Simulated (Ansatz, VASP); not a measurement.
## Two plane-wave programs on Cr

```xyz
1
Lattice="-1.3942 1.3942 1.3942 1.3942 -1.3942 1.3942 1.3942 1.3942 -1.3942" Properties=species:S:1:pos:R:3 pbc="T T T"
Cr    0.0000    0.0000    0.0000
```

Alike in both runs: task single point; functional LDA; k mesh 6 × 6 × 6; occupations fermi-dirac, width 0.1 eV; no spin polarisation.

|  | VASP | Ansatz |
| --- | --- | --- |
| version | VASP 6.6.1 | Ansatz 0.2.0 |
| potentials or method | VASP PAW LDA potentials, release 64 (Cr_pv), cutoff 500 eV | plane waves (420 eV) with PAW, scalar-relativistic |
| valence electrons in the cell | 12 | 14 |

```csv
,VASP,Ansatz,Ansatz less VASP
pressure (GPa),-0.9,-0.9,-0.01
```

Ansatz warns that its potentials were made for another functional, while VASP's fit it. LDA's correlation is that of Perdew and Zunger in VASP and of Perdew and Wang (1992) in Ansatz. VASP's potentials hold 12 valence electrons a cell and Ansatz's 14, so a difference there can come from the potentials and not from the codes.

The k mesh is coarse, so the values compare programs but aren't converged.
